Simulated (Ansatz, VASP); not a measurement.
Two plane-wave programs on TiO

```
Ti O
1.0
     4.82908    0.00000    0.00000
    -2.41454    4.18211    0.00000
     0.00000    0.00000    3.20383
Ti O
3 3
Direct
  0.66667 0.33333 0.50000
  0.33333 0.66667 0.50000
  0.00000 0.00000 0.00000
  0.61948 0.61948 0.00000
  0.38052 0.00000 0.00000
  0.00000 0.38052 0.00000
```

Alike in both runs: functional PBEsol; k mesh 1 × 1 × 1; occupations gaussian, width 0.1 eV; no spin polarisation.

Ansatz relaxed the structure, and its values are those at the end. VASP's run is a single point on that final structure, the one shown.

|  | VASP | Ansatz |
| --- | --- | --- |
| version | VASP 6.6.1 | Ansatz 0.2.0 |
| potentials or method | VASP PAW PBE potentials, release 64 (Ti_sv, O), cutoff 520 eV | scalar-relativistic, plane waves, PAW |
| valence electrons in the cell | 54 | 54 |

```csv
,VASP,Ansatz,Ansatz less VASP
gap on the k mesh at the Fermi level (eV),0.17,0.18,+0.008
least direct gap on the mesh (eV),0.17,0.18,+0.008
pressure (GPa),0.7,0.0,-0.69
rms of the force components (eV/Å),0.029,0.000,-0.0285
```

VASP's potentials were made for PBE, not for PBEsol. The functional is the same, so the differences come from potentials, cutoffs and numerics.

The k mesh is coarse, so the values compare programs but aren't converged.
